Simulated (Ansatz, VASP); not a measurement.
Two plane-wave programs on H

```
H
1.0
     2.85424    0.00000    0.00000
     0.00000    2.85424    0.00000
     0.00000    0.00000    0.84496
H
1
Direct
  0.00000 0.00000 0.50000
```

Alike in both runs: task single point; functional PBEsol; k mesh 12 × 12 × 30; occupations gaussian, width 0.05 eV; no spin polarisation.

```csv
,VASP,Ansatz
version,VASP 6.6.1,Ansatz 0.2.0
potentials or method,"VASP PAW PBE potentials, release 64 (H), cutoff 520 eV","scalar-relativistic, plane waves, PAW"
valence electrons in the cell,1,1
```

Ansatz gave:

* pressure (GPa): 21.0
* traceless stress, the component that is largest in VASP (GPa): 41.27

Estimate VASP's values.

pressure (GPa): 20.6; traceless stress, the component that is largest in VASP (GPa): 41.24.

VASP's potentials were made for PBE, not for PBEsol. With one functional, cell and mesh, what is left measures potentials, basis and numerics.
